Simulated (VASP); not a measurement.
Write the native input for VASP 6.6.1 that does the following.

* Task: single point
* Functional: PBE
* Potentials or basis: VASP PAW PBE potentials, release 64 (Ga_d, Sb)
* Cutoff: 500 eV
* k mesh: 6 × 6 × 6
* Occupations: fermi-dirac, width 0.02 eV
* Spin: no spin polarisation
* Dipole correction: no
* Further INCAR settings: ALGO = Normal; EDIFF = 1e-06; NBANDS = 16

The structure of GaSb lies in POSCAR:

```
GaSb
1.0
    3.5818184809      0.0000000000      0.0000000000
    0.0000000000      3.5818184809      0.0000000000
    0.0000000000      0.0000000000      3.5818184809
Ga Sb
1 1
Direct
    0.0000000000      0.0000000000      0.0000000000
    0.5000000000      0.5000000000      0.5000000000
```

These files were run (other wordings do the same):

INCAR

```
  PREC = Accurate
  ENCUT = 500
  EDIFF = 1E-6
  ISMEAR = -1
  SIGMA = 0.02
  LREAL = F
  LASPH = T
  NELM = 120
  ALGO = Normal
  ISIF = 2
  LWAVE = F
  LCHARG = F
  GGA = PE
  NBANDS = 16
  GGA_COMPAT = F
```

KPOINTS

```
Automatic mesh
0
Gamma
  6 6 6
```

Potentials or basis: VASP PAW PBE potentials, release 64 (Ga_d, Sb).

Command:

```sh
$ cat potpaw_PBE.64/Ga_d/POTCAR potpaw_PBE.64/Sb/POTCAR > POTCAR
$ mpirun -np 1 vasp_std > vasp.out
```

Results of the run:

```json
{
  "Pressure": "0.9 GPa",
  "Band gap on the k mesh": "zero (band 9 reaches 8.91 eV, above the bottom of band 10 at 4.76 eV)"
}
```

Caveat: spin-orbit coupling is left out, which moves the levels of the heavy elements.

Wall time 16 s on 1 thread of Intel Xeon 8259CL (shared host), peak memory 0.16 GiB.
